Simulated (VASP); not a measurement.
## B2Pd: relaxation of cell and atoms with PBE

Crystal: B2Pd.

```
B Pd
1.0
     3.01073    0.00000    0.00000
    -1.50537    2.60737    0.00000
     0.00000    0.00000    3.37509
B Pd
2 1
Direct
  0.33330 0.66670 0.50000
  0.66660 0.33330 0.50000
  0.00000 0.00000 0.00000
```

```
Program                : VASP 6.6.1
Task                   : relaxation of cell and atoms
Functional             : PBE
Potentials or basis    : VASP PAW PBE potentials, release 64 (B, Pd)
Cutoff                 : 600 eV
k mesh                 : 7 × 7 × 5
Occupations            : fermi-dirac, width 0.1271 eV
Spin                   : non-collinear spin, typed start, spin-orbit coupling
Starting moments       : [[0.0, 0.0, 0.0], [0.0, 0.0, 0.0], [0.0, 0.0, 1.0]] μB
Dipole correction      : no
Further INCAR settings : ALGO = Normal; EDIFF = 1e-06; IBRION = 2; EDIFFG = -0.03; NSW = 80; ISIF = 3
```

```yaml
Relaxed_volume: 9.58 Å³/atom
Relaxed_cell: a = 3.034 Å, b = 3.035 Å, c = 3.603 Å, α = 90.00°, β = 90.00°, γ = 120.00°
Space_group_after_relaxing_to_0.05_Å: P6/mmm (No. 191)
Energy_gained_by_relaxing: 41.2 meV/atom
Ionic_steps: 6
Pressure_after_relaxing: 0.4 GPa
Net_moment: 0.00 μB per cell
Valence_electrons_inside_the_program's_atomic_spheres: B 1.87; Pd 9.42
```

Stress tensor (GPa, compression positive):
```
0.40 0.00 0.00
0.00 0.41 0.00
0.00 0.00 0.33
```

Step by step:
```tsv
step	energy change (eV)	largest force (eV/Å)	pressure (GPa)	volume (Å³)
1	0.0000	0.0002	17.18	26.49
2	-0.0378	0.0007	-11.22	30.29
3	-0.1017	0.0005	-0.36	28.51
4	-0.1143	0.0008	-0.16	28.60
5	-0.1236	0.0011	0.42	28.74
6	-0.1236	0.0011	0.38	28.73
```

Final structure:
```xyz
3
Lattice="3.0344 0.0000 0.0000 -1.5172 2.6281 0.0000 0.0000 0.0000 3.6031" Properties=species:S:1:pos:R:3 pbc="T T T"
B    -0.0002    1.7522    1.8016
B     1.5170    0.8759    1.8016
Pd   -1.5172    2.6281    0.0000
```

Moments on the atoms (μB; x, y, z):
```
B   0.00 0.00 0.00
B   0.00 0.00 0.00
Pd  0.00 0.00 0.00
```

It took 9.1 min on 1 thread of Intel(R) Xeon(R) Platinum 8488C (Sapphire Rapids), with other jobs on the host, peak memory 0.35 GiB.

Caveat: the k points lie up to 0.35 Å⁻¹ apart in the final cell.
